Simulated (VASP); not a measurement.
# Al36O (a cell with a defect) in VASP: further runs, part 2 of 3

VASP 6.6.1. The steps go on from the part before.

## (3) Single point, r2SCAN

Contents of POSCAR:

```
Al36O
1.0
    0.0000000000      6.0583944000      6.0583944000
    6.0583944000      0.0000000000      6.0583944000
    8.0778592000      8.0778592000      0.0000000000
Al O
36 1
Direct
    0.0004733700     -0.0010889100     -0.0014083400
    0.0015251000     -0.0000045900      0.2474702000
    0.0017066600      0.0001653200      0.4993511200
    0.0001052100     -0.0014598800      0.7502662600
    0.0010802700      0.3359433200     -0.0021008500
    0.0005509500      0.3350218200      0.2492500000
   -0.0001224000      0.3352389800      0.4981779100
   -0.0154050100      0.3381615000      0.7528469900
    0.0012886500      0.6660512500     -0.0003288800
    0.0006387200      0.6680734200      0.2475899600
   -0.0004592500      0.6691590200      0.4963670800
    0.0002718600      0.6687530800      0.7497870100
    0.3374914500     -0.0004691800     -0.0020889000
    0.3365837100     -0.0010058200      0.2492623400
    0.3368238200     -0.0016861900      0.4981884600
    0.3396857700     -0.0169878400      0.7529101600
    0.3345844800      0.3330400900      0.0009965000
    0.3341278300      0.3325442000      0.2483892400
    0.3425056100      0.3410797100      0.4826566400
    0.3410316400      0.3394686700      0.7524425400
    0.3350687200      0.6650459900      0.0001247300
    0.3373884300      0.6688615300      0.2449977400
    0.3374244700      0.6672815700      0.4971186000
    0.3359356100      0.6667750900      0.7480624900
    0.6676098500     -0.0002674100     -0.0003304100
    0.6696481800     -0.0009347300      0.2475808600
    0.6706656500     -0.0019760500      0.4963682900
    0.6703094300     -0.0012987700      0.7497872100
    0.6666315200      0.3335294000      0.0000955000
    0.6703814700      0.3358219000      0.2450208400
    0.6688198800      0.3358606100      0.4971205900
    0.6683210300      0.3343710700      0.7480631400
    0.6680235500      0.6664711600     -0.0012960000
    0.6686289900      0.6670464900      0.2481908300
    0.6685382900      0.6669665700      0.4980665400
    0.6687463900      0.6672141400      0.7477060700
    0.2527338300      0.2511428100      0.6839681300
```

Contents of INCAR.step1:

```
ALGO = Normal
EDIFF = 1E-4
ENCUT = 520
GGA = PE
ISMEAR = 1
LASPH = True
LCHARG = False
LREAL = Auto
LWAVE = True
NBANDS = 81
NELM = 100
PREC = Accurate
SIGMA = 0.1
```

Contents of INCAR.step2:

```
ALGO = Normal
EDIFF = 1E-7
ENCUT = 520
ISIF = 2
ISMEAR = 1
ISTART = 1
LASPH = True
LCHARG = True
LELF = True
LMIXTAU = True
LREAL = Auto
LVHAR = True
LWAVE = False
METAGGA = R2SCAN
NBANDS = 81
NELM = 100
PREC = Accurate
SIGMA = 0.1
```

Contents of KPOINTS:

```
k-points
0
Gamma
  2 2 2
```

Potentials or basis: VASP PAW PBE potentials, release 64 (Al, O).

Started as:

```sh
$ cat potpaw_PBE.64/Al/POTCAR potpaw_PBE.64/O/POTCAR > POTCAR
$ cp INCAR.step1 INCAR
$ mpirun -np 1 vasp_std > vasp.out
$ cp INCAR.step2 INCAR
$ mpirun -np 1 vasp_std > vasp.out
```

OUTCAR:

```text
EDIFF = 1E-7
   ENCUT = 520
   ISIF = 2
   ISMEAR = 1
   ISTART = 1
   LASPH = True
   LREAL = Auto
   METAGGA = R2SCAN
   NELM = 100
   PREC = Accurate

 ion  position               nearest neighbor table
   1  0.000  0.999  0.999-  26 2.84  10 2.84   4 2.84   9 2.84  25 2.84   2 2.85  16 2.86   8 2.86
                            29 2.86  21 2.86   5 2.89  13 2.89
   2  0.002  1.000  0.247-  11 2.84  27 2.84  26 2.85  10 2.85   1 2.85  30 2.86  22 2.86   5 2.86
                            13 2.86   6 2.88  14 2.88   3 2.88
   3  0.002  0.000  0.499-  28 2.85  12 2.85   4 2.85   7 2.86  15 2.86  11 2.86  27 2.86   6 2.86
                            14 2.86  31 2.86  23 2.86   2 2.88
   4  0.000  0.999  0.750-  12 2.83  28 2.83   1 2.84   9 2.85  25 2.85   3 2.85  24 2.86  32 2.86
                            16 2.86   8 2.86   7 2.88  15 2.88
   5  0.001  0.336  0.998-  30 2.83   9 2.84  33 2.84  12 2.84  20 2.86  17 2.86   8 2.86  29 2.86
                             2 2.86   6 2.87  13 2.88   1 2.89
   6  0.001  0.335  0.249-  31 2.84   7 2.84  18 2.84   9 2.84  34 2.84  10 2.84  17 2.85  30 2.85
                             3 2.86   5 2.87   2 2.88  14 2.88
   7  1.000  0.335  0.498-  31 2.84  35 2.84   6 2.84  32 2.85  11 2.85   3 2.86  10 2.86   8 2.86
                            18 2.86  19 2.88   4 2.88  15 2.89
   8  0.985  0.338  0.753-  37 1.88  32 2.75  36 2.76  29 2.78   7 2.86   1 2.86   4 2.86   5 2.86
                            12 2.88  11 2.88  16 3.04  20 3.06  19 3.08
   9  0.001  0.666  1.000-  10 2.84   5 2.84   1 2.84   6 2.84  34 2.84  12 2.85   4 2.85  17 2.85
[... 40 lines left out ...]
                             5 2.86   1 2.86  32 2.87  36 2.87
  30  0.670  0.336  0.245-  19 2.76  33 2.82  29 2.82   5 2.83  34 2.85   6 2.85  22 2.85   2 2.86
                            31 2.87  26 2.87  18 2.88  27 2.88
  31  0.669  0.336  0.497-   6 2.84  23 2.84   7 2.84  34 2.84  35 2.84  32 2.86  19 2.86   3 2.86
                            20 2.86  30 2.87  28 2.89  27 2.89
  32  0.668  0.334  0.748-   8 2.75  20 2.76   7 2.85  24 2.85  36 2.85  35 2.85  28 2.86  31 2.86
                             4 2.86  29 2.87  25 2.87  17 2.87
  33  0.668  0.666  0.999-  22 2.82  30 2.82   5 2.84  13 2.84  28 2.85  12 2.85  29 2.85  21 2.85
                            34 2.86  25 2.86   9 2.86  36 2.86
  34  0.669  0.667  0.248-  31 2.84  23 2.84   6 2.84  14 2.84   9 2.84  25 2.84  26 2.85  10 2.85
                            30 2.85  22 2.85  35 2.85  33 2.86
  35  0.669  0.667  0.498-  11 2.84  27 2.84  15 2.84   7 2.84  23 2.84  31 2.84  32 2.85  24 2.85
                            10 2.85  26 2.85  36 2.85  34 2.85
  36  0.669  0.667  0.748-  16 2.76   8 2.76  24 2.85  32 2.85  11 2.85  27 2.85  35 2.85  28 2.86
                            12 2.86  33 2.86  29 2.87  21 2.87
  37  0.253  0.251  0.684-  20 1.87  16 1.88   8 1.88  19 1.88

  LATTYP: Found a base centered monoclinic cell.
 ALAT       =    14.8399749405
 B/A-ratio  =     0.5773502692
 C/A-ratio  =     0.7698003589
 COS(beta)  =    -0.5773502692

  Lattice vectors:

 A1 = (   0.0000000000,  -6.0583944000,  -6.0583944000)
 A2 = (  -6.0583944000,   0.0000000000,  -6.0583944000)
 A3 = (   8.0778592000,   8.0778592000,   0.0000000000)

Analysis of symmetry for initial positions (statically):
=====================================================================
 Subroutine PRICEL returns:
 Original cell was already a primitive cell.

 Routine SETGRP: Setting up the symmetry group for a
 base centered monoclinic supercell.

 Subroutine GETGRP returns: Found  1 space group operations
 (whereof  1 operations were pure point group operations)
 out of a pool of  4 trial point group operations.

The static configuration has the point symmetry C_1 .

Analysis of symmetry for dynamics (positions and initial velocities):
=====================================================================
 Subroutine PRICEL returns:
 Original cell was already a primitive cell.

 Routine SETGRP: Setting up the symmetry group for a
 base centered monoclinic supercell.
[... 150 lines left out ...]
   ISTART =      1    job   : 0-new  1-cont  2-samecut
   ICHARG =      0    charge: 1-file 2-atom 10-const
   ISPIN  =      1    spin polarized calculation?
   LNONCOLLINEAR =      F non collinear calculations
   LSORBIT =      F    spin-orbit coupling
   LASPH  =      T    aspherical Exc in radial PAW
   ENCUT  =  520.0 eV  38.22 Ry    6.18 a.u.  15.93 15.93 21.24*2*pi/ulx,y,z
   NELM   =    100;   NELMIN=  2; NELMDL=  0     # of ELM steps
   EDIFF  = 0.1E-06   stopping-criterion for ELM
   LREAL  =      T    real-space projection
   EDIFFG = 0.1E-05   stopping-criterion for IOM
   NSW    =      0    number of steps for IOM
   IBRION =     -1    ionic relax: 0-MD 1-quasi-New 2-CG
   NFREE  =      0    steps in history (QN), initial steepest desc. (CG)
   ISIF   =      2    stress and relaxation
   ISYM   =      2    0-nonsym 1-usesym 2-fastsym
   POTIM  = 0.5000    time-step for ionic-motion
   TEBEG  =    0.0;   TEEND  =   0.0 temperature during run
   PSTRESS=    0.0 pullay stress
   NELECT =     114.0000    total number of electrons
   NUPDOWN=      -1.0000    fix difference up-down
   EMIN   =  10.00;   EMAX   =-10.00  energy-range for DOS
   EFERMI =   0.00;   METHOD = LEGACY
   ISMEAR =     1;   SIGMA  =   0.10  broadening in eV -4-tet -1-fermi 0-gaus
   EFERMI_NEDOS =   21; number of points for ismear=-14 and -15
   IALGO  =     38    algorithm
   IMIX   =      4    mixing-type and parameters
     AMIX     =   0.40;   BMIX     =  1.00
     AMIX_MAG =   1.60;   BMIX_MAG =  1.00
  volume/ion in A,a.u.               =      16.03       108.15
  Fermi-wavevector in a.u.,A,eV,Ry     =   0.944850  1.785507 12.146474  0.892741
  Thomas-Fermi vector in A             =   2.072694
   LORBIT       =      0    0 simple, 1 ext, 2 COOP (PROOUT), +10 PAW based schemes
   METAGGA = R2SCAN    functional components
   LHFCALC =     F    Hartree Fock is set to
   AEXX    =    0.0000 exact exchange contribution
   IVDW    =     0    specifies the selected vdW correction
   LEPSILON=     F    determine dielectric tensor
   LRPA    =     F    only Hartree local field effects (RPA)
 non-spin polarized calculation
 Methfessel and Paxton  Order N= 1 SIGMA  =   0.10
  energy-cutoff  :      520.00
  volume of cell :      592.98
 maximum number of plane-waves:     15989
 NGX is ok and might be reduce to    64
   NGX = 31   NGY = 31   NGZ = 43

 number of electron     113.9999999 magnetization

 Free energy of the ion-electron system (eV)
  ---------------------------------------------------
  ext. energy  EPLUGINS =         0.00000000
  ---------------------------------------------------
  free energy    TOTEN  =      -253.63737163 eV

  energy without entropy =     -253.63566119  energy(sigma->0) =     -253.63680148

 E-fermi :   8.2561     XC(G=0): -10.9601

 val. band max:        8.2225896500   @ k =   0.0000   0.5000   0.0000
 cond. band min:       8.2580235208   @ k =   0.5000   0.5000   0.5000
 fundamental gap:      0.0354338708
 Fermi energy:         8.2560699593

 k-point     1 :       0.0000    0.0000    0.0000
  band No.  band energies     occupation
      1     -14.5417      2.00000
      2      -3.6314      2.00000
      3      -2.0967      2.00000
      4      -1.8201      2.00000
      5      -1.3450      2.00000
      6      -1.2352      2.00000
[... 565 lines left out ...]
     68       9.8886     -0.00000
     69      10.1381     -0.00000
 [bands above 69 left out]

------------------------ aborting loop because EDIFF is reached ----------------------------------------

  FORCE on cell =-STRESS in cart. coord.  units (eV):
  Direction    XX          YY          ZZ          XY          YZ          ZX
  --------------------------------------------------------------------------------------
  -------------------------------------------------------------------------------------
  Total       -7.0454736     -7.0356033     -6.3244466      4.7495046     -0.0551945     -0.0524645
  in kB      -19.0361630    -19.0094945    -17.0880204     12.8326849     -0.1491299     -0.1417537
  external PRESSURE =     -18.3778926 kB  Pullay stress =       0.0000000 kB

 VOLUME and BASIS-vectors are now :
 -----------------------------------------------------------------------------
  energy-cutoff  :      520.00
  volume of cell :      592.98
      direct lattice vectors                 reciprocal lattice vectors
     0.000000000  6.058394400  6.058394400    -0.082530117  0.082530117  0.082530117
     6.058394400  0.000000000  6.058394400     0.082530117 -0.082530117  0.082530117
     8.077859200  8.077859200  0.000000000     0.061897588  0.061897588 -0.061897588

 POSITION                                       TOTAL-FORCE (eV/Angst)
 -----------------------------------------------------------------------------------
     14.11828      8.06935      6.05467         0.005667      0.005058     -0.009418
      8.05740      2.00827      6.06761         0.000199     -0.000272     -0.003312
      4.03469      4.04403      0.01134         0.005624      0.003574      0.007528
     12.11010      6.06118      6.05019        -0.001428     -0.001407     -0.007103
     10.09617      8.06743      2.04182         0.017238      0.002629     -0.013257
      4.04310      2.01674      2.03303        -0.003812     -0.005975     -0.001505
[... 29 lines left out ...]
     10.08211     10.09139      8.09378        -0.005216     -0.005298     -0.009436
      7.04652      7.05616      3.05268         0.014093      0.010454     -0.020843
 -----------------------------------------------------------------------------------
    total drift:                               -0.001974      0.001203     -0.004871

  FREE ENERGIE OF THE ION-ELECTRON SYSTEM (eV)
  ---------------------------------------------------
  free  energy   TOTEN  =      -253.6373716281 eV

  energy  without entropy=     -253.6356611867  energy(sigma->0) =     -253.63680148
```

Run time: 27 min. Hardware: 1 thread of Intel Xeon 6975P-C (Granite Rapids), shared host; peak memory 0.96 GiB.

What came out:

| Quantity | Value |
| --- | --- |
| Free energy | -253.6374 eV |
| Pressure | -1.8 GPa |
| Largest force | 0.273 eV/Å |
| Band gap on the k mesh | zero (bands 57 and 58 overlap by 0.81 eV) |

Forces in eV/Å, atoms in the order of the input:
```
Al   0.006  0.005 -0.009
Al   0.000  0.000 -0.003
Al   0.006  0.004  0.008
Al  -0.001 -0.001 -0.007
Al   0.017  0.003 -0.013
Al  -0.004 -0.006 -0.002
Al  -0.012 -0.005 -0.010
Al  -0.159  0.145  0.158
Al  -0.005 -0.002  0.002
Al   0.005 -0.006  0.002
Al   0.010 -0.012 -0.001
Al   0.010 -0.003  0.009
Al   0.003  0.017 -0.012
Al  -0.007 -0.007  0.002
Al  -0.004 -0.013 -0.008
Al   0.148 -0.163  0.161
Al  -0.004  0.000  0.005
Al   0.007  0.006  0.011
Al   0.144  0.147 -0.158
Al  -0.153 -0.153 -0.155
Al  -0.003 -0.003  0.006
Al  -0.008  0.000  0.001
Al   0.010 -0.005  0.017
Al   0.002  0.007 -0.001
Al  -0.001 -0.004  0.001
Al  -0.005  0.004  0.003
Al  -0.013  0.012  0.000
Al  -0.004  0.010  0.010
Al  -0.004  0.000  0.005
Al  -0.002 -0.009  0.000
Al  -0.003  0.011  0.017
Al   0.005  0.003 -0.001
Al   0.008  0.008 -0.004
Al  -0.003 -0.003 -0.001
Al   0.006  0.005 -0.003
Al  -0.005 -0.005 -0.009
O    0.014  0.010 -0.021
```

Levels at points of the mesh, in eV from the Fermi level:
```
           k point  band 53  band 54  band 55  band 56  band 57  band 58  band 59  band 60
(0.00, 0.00, 0.00)    -1.01    -0.95    -0.71    -0.64    -0.08     0.33     0.36     0.38
(0.50, 0.00, 0.00)    -0.81    -0.74    -0.67    -0.43    -0.07    -0.03     0.52     0.61
(0.00, 0.50, 0.00)    -0.81    -0.74    -0.67    -0.43    -0.07    -0.03     0.52     0.61
(0.50, 0.50, 0.00)    -0.92    -0.78    -0.54    -0.27     0.16     0.23     0.42     0.54
(0.00, 0.00, 0.50)    -1.07    -0.99    -0.84    -0.77    -0.73    -0.52    -0.48    -0.20
(0.50, 0.00, 0.50)    -1.13    -0.77    -0.32    -0.14     0.29     0.44     0.49     0.63
(0.00, 0.50, 0.50)    -1.13    -0.77    -0.32    -0.14     0.29     0.44     0.49     0.63
(0.50, 0.50, 0.50)    -0.75    -0.42    -0.37     0.00     0.29     0.38     0.62     0.65
```

Caveat: the k points lie up to 0.45 Å⁻¹ apart, too coarse for converged energies and pressures of a metal; the PAW data sets were made with another functional, which shifts forces and pressure a little.

(Continued in part 3 of 3.)

The gap in the log of VASP goes by the Fermi energy; the results here count the filled bands.